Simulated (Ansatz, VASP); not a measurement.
**Ta4Ge3: VASP beside Ansatz**

```xyz
14
Lattice="-4.0014 4.0014 4.0014 4.0014 -4.0014 4.0014 4.0014 4.0014 -4.0014" Properties=species:S:1:pos:R:3 pbc="T T T"
Ta   -1.3498    1.3498    5.3512
Ta   -0.6509    3.3505    0.6509
Ta    1.3498    5.3512   -1.3498
Ta    3.3505    0.6509   -0.6509
Ta    2.6516    2.6516    2.6516
Ta    5.3512   -1.3498    1.3498
Ta    0.6509   -0.6509    3.3505
Ta    0.6509    0.6509    0.6509
Ge    6.0021    1.0003    0.0000
Ge    0.0000    6.0021    1.0003
Ge    1.0003    0.0000    6.0021
Ge    3.0010    0.0000    2.0007
Ge    0.0000    2.0007    3.0010
Ge    2.0007    3.0010    0.0000
```

Alike in both runs: functional PBE; k mesh 6 × 6 × 6; occupations gaussian, width 0.1 eV; no spin polarisation.

Ansatz relaxed the structure, and its values are those at the end. VASP's run is a single point on that final structure, the one shown.

|  | VASP | Ansatz |
| --- | --- | --- |
| version | VASP 6.6.1 | Ansatz 0.2.0 |
| potentials or method | VASP PAW PBE potentials, release 64 (Ta_pv, Ge_d), cutoff 520 eV | scalar-relativistic, plane waves, PAW |
| valence electrons in the cell | 172 | 188 |

```csv
,VASP,Ansatz,Ansatz less VASP
gap on the k mesh at the Fermi level (eV),none,none,-
pressure (GPa),-8.7,-8.8,-0.11
```

A gap of «none» marks a metal or a gap that the smearing closes. VASP's potentials hold 172 valence electrons a cell and Ansatz's 188, so a difference there can come from the potentials and not from the codes. Ansatz's warnings: stress scf threshold loose.

Neither program's run includes spin-orbit coupling.
